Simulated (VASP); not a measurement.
MgZn4O:

```xyz
6
Lattice="0.0000 3.4252 3.4252 3.4252 0.0000 3.4252 3.4252 3.4252 0.0000" Properties=species:S:1:pos:R:3 pbc="T T T"
Mg    5.1378    5.1378    5.1378
Zn    4.2832    4.2832    2.5673
Zn    2.5673    4.2832    4.2832
Zn    2.5673    2.5673    2.5673
Zn    4.2832    2.5673    4.2832
O     0.0000    0.0000    0.0000
```

- Program: VASP 6.6.1
- Task: relaxation of cell and atoms
- Functional: PBE
- Potentials or basis: VASP PAW PBE potentials, release 64 (Mg, Zn, O)
- Cutoff: 600 eV
- k mesh: 4 × 4 × 4
- Occupations: gaussian, width 0.2 eV
- Spin: no spin polarisation

At the start: pressure 15.9 GPa; volume 13.40 Å³/atom.

**Question.** Where does the relaxation end?

**Answer.** Over 3 steps the energy falls by 100.9 meV/atom and the volume is 15.76 Å³/atom (+17.7 %); space group F-43m (No. 216, to 0.05 Å).

The path:
| step | energy change (eV) | largest force (eV/Å) | pressure (GPa) | volume (Å³) |
| --- | --- | --- | --- | --- |
| 1 | 0.0000 | 0.1005 | 15.88 | 80.37 |
| 2 | -0.5963 | 0.0430 | -1.35 | 96.82 |
| 3 | -0.6056 | 0.0328 | 0.09 | 94.57 |

Final structure:
```
CELL_PARAMETERS angstrom
0.00000 3.61606 3.61606
3.61606 0.00000 3.61606
3.61606 3.61606 0.00000
ATOMIC_POSITIONS crystal
Mg 0.75000 0.75000 0.75000
Zn 0.37512 0.37512 0.87464
Zn 0.87464 0.37512 0.37512
Zn 0.37512 0.37512 0.37512
Zn 0.37512 0.87464 0.37512
O 0.00000 0.00000 0.00000
```

Caveat: the k points lie up to 0.38 Å⁻¹ apart in the final cell; the volume moved by over 15 % at a fixed basis, so the end points are rough; the relaxation stopped at a loose force limit of 0.08 eV/Å, so its end isn't a converged minimum.
